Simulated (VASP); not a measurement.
# Zn2W (Fd-3m) in VASP: further runs

Runs on Zn2W. Level: PBE. Tasks: single point.

Everything below comes from runs of VASP 6.6.1. Logs are shortened: lines on timing, memory, paths and dates and some standing lists are left out, and cuts for length are marked.

### Step 1. The cell of the first run

It takes space group Fd-3m (No. 227, cubic). Conventional cell: a = 6.943 Å, b = 6.943 Å, c = 6.943 Å, α = 90.00°, β = 90.00°, γ = 90.00°. Within 3.2 Å of Zn (site symmetry -3m) lie 6 Zn at 2.45 Å and 6 W at 2.88 Å. W (site symmetry -43m) has 12 Zn at 2.88 Å and 4 W at 3.01 Å within 3.8 Å.

### Step 2. Single point, PBE

File INCAR:

```
ALGO     = Normal         # electronic algorithm
EDIFF    = 1E-6           # SCF threshold, eV
ENCUT    = 520            # plane-wave cutoff, eV
GGA      = PE             # functional
ISIF     = 2              # what is computed and relaxed
ISMEAR   = 0              # smearing method
LASPH    = T              # aspherical terms in the spheres
LCHARG   = F              # write CHGCAR
LREAL    = F              # projectors in reciprocal space
LWAVE    = F              # write WAVECAR
NBANDS   = 47             # bands
NELM     = 60             # most SCF steps
PREC     = Accurate       # precision mode
SIGMA    = 0.1            # smearing width, eV
```

File KPOINTS:

```
k-points
0
Gamma
  4 4 4
```

File POSCAR:

```
Zn2W
1.0
    0.0000000000      3.4713835829      3.4713835829
    3.4713835829      0.0000000000      3.4713835829
    3.4713835829      3.4713835829      0.0000000000
Zn W
4 2
Direct
    0.6250000000      0.6250000000      0.6250000000
    0.1250000000      0.6250000000      0.6250000000
    0.6250000000      0.6250000000      0.1250000000
    0.6250000000      0.1250000000      0.6250000000
    0.0000000000      0.0000000000      0.0000000000
    0.2500000000      0.2500000000      0.2500000000
```

Potentials or basis: VASP PAW PBE potentials, release 64 (Zn, W_sv).

Run with:

```console
> cat potpaw_PBE.64/Zn/POTCAR potpaw_PBE.64/W_sv/POTCAR > POTCAR
> mpirun -np 1 vasp_std > vasp.out
```

OUTCAR:

```text
EDIFF = 1E-6
   ENCUT = 520
   GGA = PE
   ISIF = 2
   ISMEAR = 0
   LASPH = T
   LREAL = F
   NELM = 60
   PREC = Accurate

 ion  position               nearest neighbor table
   1  0.625  0.625  0.625-   2 2.45   3 2.45   4 2.45   3 2.45   4 2.45   2 2.45   6 2.88   5 2.88
                             6 2.88   5 2.88   6 2.88   5 2.88
   2  0.125  0.625  0.625-   1 2.45   3 2.45   4 2.45   1 2.45   3 2.45   4 2.45   5 2.88   6 2.88
                             5 2.88   5 2.88   6 2.88   6 2.88
   3  0.625  0.625  0.125-   1 2.45   1 2.45   2 2.45   4 2.45   4 2.45   2 2.45   6 2.88   5 2.88
                             6 2.88   5 2.88   6 2.88   5 2.88
   4  0.625  0.125  0.625-   1 2.45   3 2.45   1 2.45   2 2.45   3 2.45   2 2.45   5 2.88   6 2.88
                             5 2.88   6 2.88   6 2.88   5 2.88
   5  0.000  0.000  0.000-   1 2.88   3 2.88   4 2.88   1 2.88   2 2.88   3 2.88   1 2.88   2 2.88
                             4 2.88   2 2.88   3 2.88   4 2.88   6 3.01   6 3.01   6 3.01   6 3.01
   6  0.250  0.250  0.250-   2 2.88   3 2.88   4 2.88   1 2.88   2 2.88   4 2.88   1 2.88   2 2.88
                             3 2.88   1 2.88   3 2.88   4 2.88   5 3.01   5 3.01   5 3.01   5 3.01

  LATTYP: Found a face centered cubic cell.
 ALAT       =     6.9427671658

  Lattice vectors:

 A1 = (   0.0000000000,   3.4713835829,   3.4713835829)
 A2 = (   3.4713835829,   0.0000000000,   3.4713835829)
 A3 = (   3.4713835829,   3.4713835829,   0.0000000000)

Analysis of symmetry for initial positions (statically):
=====================================================================
 Subroutine PRICEL returns:
 Original cell was already a primitive cell.

 Routine SETGRP: Setting up the symmetry group for a
 face centered cubic supercell.

 Subroutine GETGRP returns: Found 48 space group operations
 (whereof 24 operations were pure point group operations)
 out of a pool of 48 trial point group operations.

The static configuration has the point symmetry T_d .
 The point group associated with its full space group is O_h .

Analysis of symmetry for dynamics (positions and initial velocities):
=====================================================================
 Subroutine PRICEL returns:
 Original cell was already a primitive cell.

 Routine SETGRP: Setting up the symmetry group for a
 face centered cubic supercell.

 Subroutine GETGRP returns: Found 48 space group operations
 (whereof 24 operations were pure point group operations)
 out of a pool of 48 trial point group operations.

[... 96 lines left out ...]
   IBRION =     -1    ionic relax: 0-MD 1-quasi-New 2-CG
   NFREE  =      0    steps in history (QN), initial steepest desc. (CG)
   ISIF   =      2    stress and relaxation
   ISYM   =      2    0-nonsym 1-usesym 2-fastsym
   POTIM  = 0.5000    time-step for ionic-motion
   TEBEG  =    0.0;   TEEND  =   0.0 temperature during run
   PSTRESS=    0.0 pullay stress
   NELECT =      76.0000    total number of electrons
   NUPDOWN=      -1.0000    fix difference up-down
   EMIN   =  10.00;   EMAX   =-10.00  energy-range for DOS
   EFERMI =   0.00;   METHOD = LEGACY
   ISMEAR =     0;   SIGMA  =   0.10  broadening in eV -4-tet -1-fermi 0-gaus
   EFERMI_NEDOS =   21; number of points for ismear=-14 and -15
   IALGO  =     38    algorithm
   IMIX   =      4    mixing-type and parameters
     AMIX     =   0.40;   BMIX     =  1.00
     AMIX_MAG =   1.60;   BMIX_MAG =  1.00
  volume/ion in A,a.u.               =      13.94        94.10
  Fermi-wavevector in a.u.,A,eV,Ry     =   1.585502  2.996164 34.202545  2.513816
  Thomas-Fermi vector in A             =   2.684957
   LORBIT       =      0    0 simple, 1 ext, 2 COOP (PROOUT), +10 PAW based schemes
   GGA     = PE    functional components
   LHFCALC =     F    Hartree Fock is set to
   AEXX    =    0.0000 exact exchange contribution
   IVDW    =     0    specifies the selected vdW correction
   LEPSILON=     F    determine dielectric tensor
   LRPA    =     F    only Hartree local field effects (RPA)
 non-spin polarized calculation
 Gauss-broadening in eV      SIGMA  =   0.10
  energy-cutoff  :      520.00
  volume of cell :       83.66
 maximum number of plane-waves:      2272
 NGX is ok and might be reduce to    40
   NGX = 19   NGY = 19   NGZ = 19

 number of electron      75.9999999 magnetization

 Free energy of the ion-electron system (eV)
  ---------------------------------------------------
  ext. energy  EPLUGINS =         0.00000000
  ---------------------------------------------------
  free energy    TOTEN  =       -29.43613952 eV

  energy without entropy =      -29.43613942  energy(sigma->0) =      -29.43613947

 E-fermi :   6.5824     XC(G=0): -12.9213

 val. band max:        6.2323437764   @ k =   0.2500   0.2500   0.0000
 cond. band min:       6.9335669861   @ k =  -0.2500   0.2500   0.0000
 fundamental gap:      0.7012232097
 Fermi energy:         6.5823886475

 k-point     1 :       0.0000    0.0000    0.0000
  band No.  band energies     occupation
      1     -67.6528      2.00000
      2     -67.6187      2.00000
      3     -31.8722      2.00000
      4     -31.8722      2.00000
      5     -31.8722      2.00000
      6     -31.6868      2.00000
[... 389 lines left out ...]
     46      12.1374      0.00000
     47      14.2574      0.00000

------------------------ aborting loop because EDIFF is reached ----------------------------------------

  FORCE on cell =-STRESS in cart. coord.  units (eV):
  Direction    XX          YY          ZZ          XY          YZ          ZX
  --------------------------------------------------------------------------------------
  -------------------------------------------------------------------------------------
  Total        0.3184520      0.3184520      0.3184520      0.0000000      0.0000000     -0.0000000
  in kB        6.0984120      6.0984120      6.0984120      0.0000000      0.0000000     -0.0000000
  external PRESSURE =       6.0984120 kB  Pullay stress =       0.0000000 kB

 VOLUME and BASIS-vectors are now :
 -----------------------------------------------------------------------------
  energy-cutoff  :      520.00
  volume of cell :       83.66
      direct lattice vectors                 reciprocal lattice vectors
     0.000000000  3.471383583  3.471383583    -0.144034788  0.144034788  0.144034788
     3.471383583  0.000000000  3.471383583     0.144034788 -0.144034788  0.144034788
     3.471383583  3.471383583  0.000000000     0.144034788  0.144034788 -0.144034788

 POSITION                                       TOTAL-FORCE (eV/Angst)
 -----------------------------------------------------------------------------------
      4.33923      4.33923      4.33923        -0.000000      0.000000     -0.000000
      4.33923      2.60354      2.60354        -0.000000      0.000000     -0.000000
      2.60354      2.60354      4.33923        -0.000000      0.000000     -0.000000
      2.60354      4.33923      2.60354        -0.000000      0.000000     -0.000000
      0.00000      0.00000      0.00000         0.000000      0.000000      0.000000
      1.73569      1.73569      1.73569        -0.000000     -0.000000     -0.000000
 -----------------------------------------------------------------------------------
    total drift:                                0.000000      0.000000      0.000000

  FREE ENERGIE OF THE ION-ELECTRON SYSTEM (eV)
  ---------------------------------------------------
  free  energy   TOTEN  =       -29.4361395159 eV

  energy  without entropy=      -29.4361394212  energy(sigma->0) =      -29.43613947
```

OSZICAR:

```text
N       E                     dE             d eps       ncg     rms          rms(c)
DAV:   1     0.727286077425E+03    0.72729E+03   -0.37427E+04   776   0.244E+03
DAV:   2     0.387597694138E+02   -0.68853E+03   -0.66855E+03   752   0.585E+02
DAV:   3    -0.294612005022E+02   -0.68221E+02   -0.66079E+02   815   0.172E+02
DAV:   4    -0.316303383313E+02   -0.21691E+01   -0.21502E+01   860   0.297E+01
DAV:   5    -0.316582308118E+02   -0.27892E-01   -0.27886E-01   871   0.309E+00    0.233E+01
DAV:   6    -0.296717888643E+02    0.19864E+01   -0.60350E+00   930   0.308E+01    0.974E+00
DAV:   7    -0.294846027157E+02    0.18719E+00   -0.79499E-01   854   0.633E+00    0.248E+00
DAV:   8    -0.294454048506E+02    0.39198E-01   -0.98340E-02   909   0.382E+00    0.170E+00
DAV:   9    -0.294365634940E+02    0.88414E-02   -0.25507E-02   851   0.150E+00    0.377E-01
DAV:  10    -0.294362786003E+02    0.28489E-03   -0.28983E-03   869   0.314E-01    0.190E-01
DAV:  11    -0.294361403110E+02    0.13829E-03   -0.60802E-04   894   0.174E-01    0.315E-02
DAV:  12    -0.294361420855E+02   -0.17745E-05   -0.34729E-05   893   0.495E-02    0.866E-03
DAV:  13    -0.294361394405E+02    0.26450E-05   -0.42045E-06   838   0.267E-02    0.540E-03
DAV:  14    -0.294361395159E+02   -0.75461E-07   -0.10971E-06   418   0.155E-02
   1 F= -.29436140E+02 E0= -.29436139E+02  d E =-.947516E-07
```

stdout:

```text
POSCAR found type information on POSCAR ZnW
 POSCAR found :  2 types and       6 ions
 scaLAPACK will be used
 LDA part: xc-table for (Slater+PW92), standard interpolation
 POSCAR, INCAR and KPOINTS ok, starting setup
 FFT: planning ... GRIDC
 FFT: planning ... GRID_SOFT
 FFT: planning ... GRID
 WAVECAR not read
 entering main loop
```

Run time: 77 s. Hardware: 1 thread of Oxide Virtual Turin-like, shared host; peak memory 0.2 GiB.

Results:

```yaml
Free_energy: -29.4361 eV
Pressure: 0.6 GPa
Band_gap_on_the_k_mesh: 0.70 eV, indirect (least direct gap 0.73 eV)
```

Caveat: spin-orbit coupling is left out, which moves the levels of the heavy elements.

### Step 3. Single point, PBE

This run uses another cell than the first one, of 14.85 Å³/atom, 1.065 times its volume.

File INCAR:

```
  ALGO = Normal
  EDIFF = 1E-6
  ENCUT = 520
  GGA = PE
  ISIF = 2
  ISMEAR = 0
  LASPH = True
  LCHARG = True
  LELF = True
  LREAL = False
  LVHAR = True
  LWAVE = False
  NBANDS = 47
  NELM = 100
  PREC = Accurate
  SIGMA = 0.1
```

KPOINTS is that of step 2.

Edit POSCAR of step 2 so:

```diff
@@ -2,5 +2,5 @@
 1.0
-    0.0000000000      3.4713835829      3.4713835829
-    3.4713835829      0.0000000000      3.4713835829
-    3.4713835829      3.4713835829      0.0000000000
+    0.0000000000      3.5449062349      3.5449062349
+    3.5449062349      0.0000000000      3.5449062349
+    3.5449062349      3.5449062349      0.0000000000
 Zn W
```

Potentials or basis: VASP PAW PBE potentials, release 64 (Zn, W_sv).

Run with:

```console
> cat potpaw_PBE.64/Zn/POTCAR potpaw_PBE.64/W_sv/POTCAR > POTCAR
> mpirun -np 1 vasp_std > vasp.out
```

It took 82 s on 1 thread of Oxide Virtual Turin-like, shared host; peak memory 0.21 GiB.

Results (log left out):

- Free energy: -29.2746 eV
- Pressure: -9.6 GPa
- Band gap on the k mesh: 0.65 eV, indirect (least direct gap 0.69 eV)

Levels at points of the mesh, in eV from the valence-band top:
```
           k point  band 34  band 35  band 36  band 37  band 38  band 39  band 40  band 41  band 42  band 43
(0.00, 0.00, 0.00)    -2.26    -2.02    -1.68    -1.68    -1.68     2.03     2.03     2.35     3.80     3.80
(0.50, 0.00, 0.00)    -1.61    -1.61    -1.21    -0.92    -0.92     1.43     1.43     2.13     2.85     2.85
(0.50, 0.50, 0.00)    -2.48    -0.94    -0.94    -0.33    -0.33     1.27     1.27     1.37     1.37     2.87
```

Caveat: spin-orbit coupling is left out, which moves the levels of the heavy elements.

(Continued in part 2 of 2.)
